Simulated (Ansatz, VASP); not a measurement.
# One calculation of Ag, two programs

INCAR

```
SYSTEM = Ag
PREC = Accurate
ENCUT = 600
EDIFF = 1E-7
ISMEAR = -1
SIGMA = 0.1
LREAL = .FALSE.
LASPH = .TRUE.
NELM = 60
ALGO = Normal
ISIF = 3
LWAVE = .FALSE.
LCHARG = .FALSE.
GGA = CA
IBRION = 2
NSW = 80
EDIFFG = -0.01
```

File KPOINTS:

```
regular mesh
0
G
  13 13 13
  0 0 0
```

The input POSCAR:

```
Ag
1.0
    0.0000000000      2.0431000000      2.0431000000
    2.0431000000      0.0000000000      2.0431000000
    2.0431000000      2.0431000000      0.0000000000
Ag
1
Direct
    0.0000000000      0.0000000000      0.0000000000
```

Input for Ansatz:

```yaml
crystal:
  lattice:
    - [0.0, 2.0431, 2.0431]
    - [2.0431, 0.0, 2.0431]
    - [2.0431, 2.0431, 0.0]
  atoms:
    - { symbol: Ag, position: [0.0, 0.0, 0.0] }
hamiltonian:
  xc: lda
  pseudopotentials:
    kind: paw
    azcp:
      Ag: "pseudopotentials/Ag.paw.azcp"
basis:
  ecutwfc: 420
  fft_grid_basis: typed
kpoints:
  mp_grid: { grid: [13, 13, 13], shift: [0, 0, 0] }
magnetization:
  spin_polarized: false
scf:
  occupations: { method: fermi_dirac, width: 0.1 }
relax:
  max_steps: 60
  f_tol: 0.01
  cell: {}
```

Alike in both runs: task relaxation of cell and atoms; functional LDA; k mesh 13 × 13 × 13; occupations fermi-dirac, width 0.1 eV; no spin polarisation.

|  | VASP | Ansatz |
| --- | --- | --- |
| version | VASP 6.6.1 | Ansatz 0.2.0 |
| potentials or method | VASP PAW LDA potentials, release 64 (Ag), cutoff 600 eV | plane waves (420 eV) with PAW, scalar-relativistic |
| valence electrons in the cell | 11 | 19 |

VASP gave:

```
relaxed volume (Å³/atom)                                        : 16.02
relaxed length of the cell vector where the two differ most in proportion (Å) : 2.830
```

Problem. Which values does Ansatz return?

Solution. Relaxed volume (Å³/atom): 15.99; relaxed length of the cell vector where the two differ most in proportion (Å): 2.828.

Ansatz warns that its potentials were made for another functional, while VASP's fit it. LDA's correlation is that of Perdew and Zunger in VASP and of Perdew and Wang (1992) in Ansatz. VASP's potentials hold 11 valence electrons a cell and Ansatz's 19, so a difference there can come from the potentials and not from the codes.
